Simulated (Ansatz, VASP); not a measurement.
## One calculation of Hg, two programs

The input INCAR:

```
  PREC = Accurate
  ENCUT = 520
  EDIFF = 1E-6
  ISMEAR = -1
  SIGMA = 0.08
  LREAL = F
  LASPH = T
  NELM = 80
  ALGO = Normal
  ISIF = 2
  LWAVE = F
  LCHARG = T
  GGA = PE
  LELF = T
  LVHAR = T
  NBANDS = 12
```

KPOINTS

```
Automatic mesh
0
Gamma
  12 12 12
```

File POSCAR:

```
Hg
1.0
    3.1006104641      0.0000000000      0.0000000000
    0.0000000000      3.1006104641      0.0000000000
    0.0000000000      0.0000000000      3.1006104641
Hg
1
Direct
    0.0000000000      0.0000000000      0.0000000000
```

Input for Ansatz:

```yaml
crystal:
  lattice:
    - [3.1006104641, 0.0, 0.0]
    - [0.0, 3.1006104641, 0.0]
    - [0.0, 0.0, 3.1006104641]
  atoms:
    - { symbol: Hg, position: [0.0, 0.0, 0.0] }
kpoints:
  mp_grid: { grid: [12, 12, 12] }
scf:
  occupations: { method: fermi_dirac, width: 0.08 }
hamiltonian:
  xc: pbe
  pseudopotentials: { kind: nc }
output:
  forces: true
  stress: true
  eigenvalues: true
```

Change from the starting cell: volume scaled by 1, norm-conserving files.

Alike in both runs: task single point; functional PBE; k mesh 12 × 12 × 12; occupations fermi-dirac, width 0.08 eV; no spin polarisation.

```csv
,VASP,Ansatz
version,VASP 6.6.1,Ansatz 0.2.0
potentials or method,"VASP PAW PBE potentials, release 64 (Hg)","norm-conserving pseudopotentials, scalar-relativistic"
plane-wave cutoff (eV),520,898
valence electrons in the cell,12,20
```

|  | VASP | Ansatz | Ansatz less VASP |
| --- | --- | --- | --- |
| pressure (GPa) | 0.1 | 0.0 | -0.13 |

VASP's potentials hold 12 valence electrons a cell and Ansatz's 20, so a difference there can come from the potentials and not from the codes.

Spin-orbit coupling is off throughout.
